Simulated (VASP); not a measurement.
# PbO3 in VASP: single point with LDA

Aim: the single point of PbO3 with LDA.

All numbers are computed with VASP 6.6.1; they aren't measurements. Logs are shortened: lines on timing, memory, paths and dates and some standing lists are left out, and cuts for length are marked.

**1. The cell of the first run**

The cell holds a sublattice, 4 atoms: a = 4.362 Å, b = 4.362 Å, c = 4.362 Å, α = 90.00°, β = 90.00°, γ = 90.00°.

**2. Single point, LDA, collinear spin, ferromagnetic start**

The input, INCAR:

```
  ALGO = Normal
  EDIFF = 1E-6
  ENCUT = 520
  GGA = CA
  GGA_COMPAT = F
  ISIF = 2
  ISMEAR = 0
  ISPIN = 2
  LASPH = T
  LCHARG = F
  LORBIT = 11
  LREAL = F
  LWAVE = F
  MAGMOM = 0 1 1 1
  NBANDS = 28
  NELM = 200
  PREC = Accurate
  SIGMA = 0.1
```

The input, KPOINTS:

```
k-points
0
Gamma
  6 6 6
```

The input, POSCAR:

```
PbO3
1.0
    4.3622210000      0.0000000000      0.0000000000
    0.0000000000      4.3622210000      0.0000000000
    0.0000000000      0.0000000000      4.3622210000
Pb O
1 3
Direct
    0.0000000000      0.0000000000      0.0000000000
    0.0000000000      0.5000000000      0.0000000000
    0.0000000000      0.0000000000      0.5000000000
    0.5000000000      0.0000000000      0.0000000000
```

Potentials or basis: VASP PAW LDA potentials, release 64 (Pb_d, O).

The run is started by

```console
> cat potpaw_LDA.64/Pb_d/POTCAR potpaw_LDA.64/O/POTCAR > POTCAR
> mpirun -np 1 vasp_std > vasp.out
```

OUTCAR:

```text
EDIFF = 1E-6
   ENCUT = 520
   GGA = CA
   ISIF = 2
   ISMEAR = 0
   ISPIN = 2
   LASPH = T
   LORBIT = 11
   LREAL = F
   NELM = 200
   PREC = Accurate

 ion  position               nearest neighbor table
   1  0.000  0.000  0.000-   2 2.18   3 2.18   4 2.18   3 2.18   2 2.18   4 2.18
   2  0.000  0.500  0.000-   1 2.18   1 2.18
   3  0.000  0.000  0.500-   1 2.18   1 2.18
   4  0.500  0.000  0.000-   1 2.18   1 2.18

  LATTYP: Found a simple cubic cell.
 ALAT       =     4.3622210000

  Lattice vectors:

 A1 = (   4.3622210000,   0.0000000000,   0.0000000000)
 A2 = (   0.0000000000,   4.3622210000,   0.0000000000)
 A3 = (   0.0000000000,   0.0000000000,   4.3622210000)

Analysis of symmetry for initial positions (statically):
=====================================================================
 Subroutine PRICEL returns:
 Original cell was already a primitive cell.

 Routine SETGRP: Setting up the symmetry group for a
 simple cubic supercell.

 Subroutine GETGRP returns: Found 48 space group operations
 (whereof 48 operations were pure point group operations)
 out of a pool of 48 trial point group operations.

The static configuration has the point symmetry O_h .

Analysis of symmetry for dynamics (positions and initial velocities):
=====================================================================
 Subroutine PRICEL returns:
 Original cell was already a primitive cell.

 Routine SETGRP: Setting up the symmetry group for a
 simple cubic supercell.

 Subroutine GETGRP returns: Found 48 space group operations
 (whereof 48 operations were pure point group operations)
 out of a pool of 48 trial point group operations.

The dynamic configuration has the point symmetry O_h .

Analysis of structural, dynamic, and magnetic symmetry:
=====================================================================
 Subroutine PRICEL returns:
 Original cell was already a primitive cell.

 Routine SETGRP: Setting up the symmetry group for a
 simple cubic supercell.

 Subroutine GETGRP returns: Found 48 space group operations
 (whereof 48 operations were pure point group operations)
 out of a pool of 48 trial point group operations.

The overall configuration has the point symmetry O_h .

 Subroutine INISYM returns: Found 48 space group operations
 (whereof 48 operations are pure point group operations),
 and found     1 'primitive' translations

----------------------------------------------------------------------------------------

                                     Primitive cell

  volume of cell :      83.0086

  direct lattice vectors                    reciprocal lattice vectors
     4.362221000  0.000000000  0.000000000     0.229241022  0.000000000  0.000000000
     0.000000000  4.362221000  0.000000000     0.000000000  0.229241022  0.000000000
     0.000000000  0.000000000  4.362221000     0.000000000  0.000000000  0.229241022

  length of vectors
     4.362221000  4.362221000  4.362221000     0.229241022  0.229241022  0.229241022

  position of ions in fractional coordinates (direct lattice)
     0.000000000  0.000000000  0.000000000
     0.000000000  0.500000000  0.000000000
     0.000000000  0.000000000  0.500000000
     0.500000000  0.000000000  0.000000000

  ion indices of the primitive-cell ions
   primitive index   ion index
                 1           1
                 2           2
                 3           3
                 4           4

----------------------------------------------------------------------------------------

 KPOINTS: k-points

Automatic generation of k-mesh.
 Grid dimensions read from file:
 generate k-points for:    6    6    6

 Generating k-lattice:

  Cartesian coordinates                     Fractional coordinates (reciprocal lattice)
     0.038206837  0.000000000  0.000000000     0.166666667  0.000000000  0.000000000
     0.000000000  0.038206837  0.000000000     0.000000000  0.166666667  0.000000000
     0.000000000  0.000000000  0.038206837     0.000000000  0.000000000  0.166666667

  Length of vectors
     0.038206837  0.038206837  0.038206837

  Shift w.r.t. Gamma in fractional coordinates (k-lattice)
     0.000000000  0.000000000  0.000000000

 Subroutine IBZKPT returns following result:
 ===========================================

 Found     20 irreducible k-points:

 Following reciprocal coordinates:
            Coordinates               Weight
  0.000000  0.000000  0.000000      1.000000
  0.166667  0.000000  0.000000      6.000000
  0.333333  0.000000  0.000000      6.000000
  0.500000  0.000000  0.000000      3.000000
  0.166667  0.166667  0.000000     12.000000
  0.333333  0.166667  0.000000     24.000000
[... 12 lines left out ...]
  0.500000  0.500000  0.333333      6.000000
  0.500000  0.500000  0.500000      1.000000
   k-points           NKPTS =     20   k-points in BZ     NKDIM =     20   number of bands    NBANDS=     28
   number of dos      NEDOS =    301   number of ions     NIONS =      4
   total plane-waves  NPLWV =  32768
   dimension x,y,z NGX =    32 NGY =   32 NGZ =   32
   dimension x,y,z NGXF=    64 NGYF=   64 NGZF=   64
   ions per type =               1   3
   NGX,Y,Z   is equivalent  to a cutoff of  12.20, 12.20, 12.20 a.u.
   NGXF,Y,Z  is equivalent  to a cutoff of  24.39, 24.39, 24.39 a.u.
 SYSTEM =  unknown system
   PREC   = accura    normal or accurate (medium, high low for compatibility)
   ISTART =      0    job   : 0-new  1-cont  2-samecut
   ICHARG =      2    charge: 1-file 2-atom 10-const
   ISPIN  =      2    spin polarized calculation?
   LNONCOLLINEAR =      F non collinear calculations
   LSORBIT =      F    spin-orbit coupling
   LASPH  =      T    aspherical Exc in radial PAW
   ENCUT  =  520.0 eV  38.22 Ry    6.18 a.u.   8.11  8.11  8.11*2*pi/ulx,y,z
   NELM   =    200;   NELMIN=  2; NELMDL= -5     # of ELM steps
   EDIFF  = 0.1E-05   stopping-criterion for ELM
   LREAL  =      F    real-space projection
   EDIFFG = 0.1E-04   stopping-criterion for IOM
   NSW    =      0    number of steps for IOM
   IBRION =     -1    ionic relax: 0-MD 1-quasi-New 2-CG
   NFREE  =      0    steps in history (QN), initial steepest desc. (CG)
   ISIF   =      2    stress and relaxation
   ISYM   =      2    0-nonsym 1-usesym 2-fastsym
   POTIM  = 0.5000    time-step for ionic-motion
   TEBEG  =    0.0;   TEEND  =   0.0 temperature during run
   PSTRESS=    0.0 pullay stress
   NELECT =      32.0000    total number of electrons
   NUPDOWN=      -1.0000    fix difference up-down
   EMIN   =  10.00;   EMAX   =-10.00  energy-range for DOS
   EFERMI =   0.00;   METHOD = LEGACY
   ISMEAR =     0;   SIGMA  =   0.10  broadening in eV -4-tet -1-fermi 0-gaus
   EFERMI_NEDOS =   21; number of points for ismear=-14 and -15
   IALGO  =     38    algorithm
   IMIX   =      4    mixing-type and parameters
     AMIX     =   0.40;   BMIX     =  1.00
     AMIX_MAG =   1.60;   BMIX_MAG =  1.00
  volume/ion in A,a.u.               =      20.75       140.04
  Fermi-wavevector in a.u.,A,eV,Ry     =   1.191472  2.251556 19.314904  1.419605
  Thomas-Fermi vector in A             =   2.327533
   LORBIT       =     11    0 simple, 1 ext, 2 COOP (PROOUT), +10 PAW based schemes
   GGA     = CA    functional components
   LHFCALC =     F    Hartree Fock is set to
   AEXX    =    0.0000 exact exchange contribution
   IVDW    =     0    specifies the selected vdW correction
   LEPSILON=     F    determine dielectric tensor
   LRPA    =     F    only Hartree local field effects (RPA)
 spin polarized calculation
 Gauss-broadening in eV      SIGMA  =   0.10
  energy-cutoff  :      520.00
  volume of cell :       83.01
 maximum number of plane-waves:      2272
   NGX = 17   NGY = 17   NGZ = 17

 number of electron      31.9999976 magnetization       2.0656498

 Free energy of the ion-electron system (eV)
  ---------------------------------------------------
  ext. energy  EPLUGINS =         0.00000000
  ---------------------------------------------------
  free energy    TOTEN  =       -19.62926266 eV

  energy without entropy =      -19.60329155  energy(sigma->0) =      -19.61627710

 E-fermi :  -1.2737     XC(G=0):  -8.5037

 val. band max:       -1.3091536424   @ k =   0.0000   0.0000   0.0000
 cond. band min:      -1.2511467602   @ k =   0.1667   0.1667   0.1667
 fundamental gap:      0.0580068822
 Fermi energy:        -1.2737208728

 spin component 1

 k-point     1 :       0.0000    0.0000    0.0000
  band No.  band energies     occupation
      1     -18.8363      1.00000
      2     -18.8363      1.00000
      3     -18.6573      1.00000
      4     -16.1677      1.00000
      5     -16.1677      1.00000
      6     -16.1677      1.00000
[... 20 lines left out ...]
     27      13.4079      0.00000
[... 566 lines left out ...]
      5     -16.6388      1.00000
      6     -16.2262      1.00000
[... 20 lines left out ...]
     27      16.5054      0.00000
     28      16.5054      0.00000
 Fermi energy:        -1.2737208728

 spin component 2

 k-point     1 :       0.0000    0.0000    0.0000
  band No.  band energies     occupation
      1     -18.3043      1.00000
      2     -18.3043      1.00000
      3     -17.8220      1.00000
      4     -16.1796      1.00000
      5     -16.1796      1.00000
      6     -16.1796      1.00000
[... 20 lines left out ...]
     27      13.4860      0.00000
[... 567 lines left out ...]
      6     -16.2325      1.00000
[... 20 lines left out ...]
     27      16.6010      0.00000
     28      16.6036      0.00000

------------------------ aborting loop because EDIFF is reached ----------------------------------------

  FORCE on cell =-STRESS in cart. coord.  units (eV):
  Direction    XX          YY          ZZ          XY          YZ          ZX
  --------------------------------------------------------------------------------------
  -------------------------------------------------------------------------------------
  Total       -3.3764634     -3.3764634     -3.3764634     -0.0000000     -0.0000000     -0.0000000
  in kB      -65.1702883    -65.1702883    -65.1702883     -0.0000000     -0.0000000     -0.0000000
  external PRESSURE =     -65.1702883 kB  Pullay stress =       0.0000000 kB

 VOLUME and BASIS-vectors are now :
 -----------------------------------------------------------------------------
  energy-cutoff  :      520.00
  volume of cell :       83.01
      direct lattice vectors                 reciprocal lattice vectors
     4.362221000  0.000000000  0.000000000     0.229241022  0.000000000  0.000000000
     0.000000000  4.362221000  0.000000000     0.000000000  0.229241022  0.000000000
     0.000000000  0.000000000  4.362221000     0.000000000  0.000000000  0.229241022

 POSITION                                       TOTAL-FORCE (eV/Angst)
 -----------------------------------------------------------------------------------
      0.00000      0.00000      0.00000         0.000000      0.000000      0.000000
      0.00000      2.18111      0.00000         0.000000      0.000000      0.000000
      0.00000      0.00000      2.18111         0.000000      0.000000      0.000000
      2.18111      0.00000      0.00000         0.000000      0.000000      0.000000
 -----------------------------------------------------------------------------------
    total drift:                                0.000000      0.000000     -0.000000

  FREE ENERGIE OF THE ION-ELECTRON SYSTEM (eV)
  ---------------------------------------------------
  free  energy   TOTEN  =       -19.6292626604 eV

  energy  without entropy=      -19.6032915487  energy(sigma->0) =      -19.61627710

 total charge

# of ion       s       p       d       tot
------------------------------------------
    1        1.048   0.735  10.015  11.798
    2        1.583   3.205   0.000   4.788
    3        1.583   3.205   0.000   4.788
    4        1.583   3.205   0.000   4.788
--------------------------------------------------
tot          5.796  10.350  10.015  26.161

 magnetization (x)

# of ion       s       p       d       tot
------------------------------------------
    1       -0.025  -0.033   0.001  -0.056
    2        0.005   0.568   0.000   0.573
    3        0.005   0.568   0.000   0.573
    4        0.005   0.568   0.000   0.573
--------------------------------------------------
tot         -0.008   1.670   0.001   1.663
```

It took 30 s on 1 thread of Intel Xeon Platinum 8488C (Sapphire Rapids), shared host; peak memory 0.2 GiB.

What came out:

```
Free energy                                           : -19.6293 eV
Pressure                                              : -6.5 GPa
Net moment                                            : 2.07 μB per cell
Site moments                                          : Pb -0.06; O +0.57 μB
Valence electrons inside the program's atomic spheres : Pb 11.80; O 4.79
```

Caveat: spin-orbit coupling is left out, which moves the levels of the heavy elements.
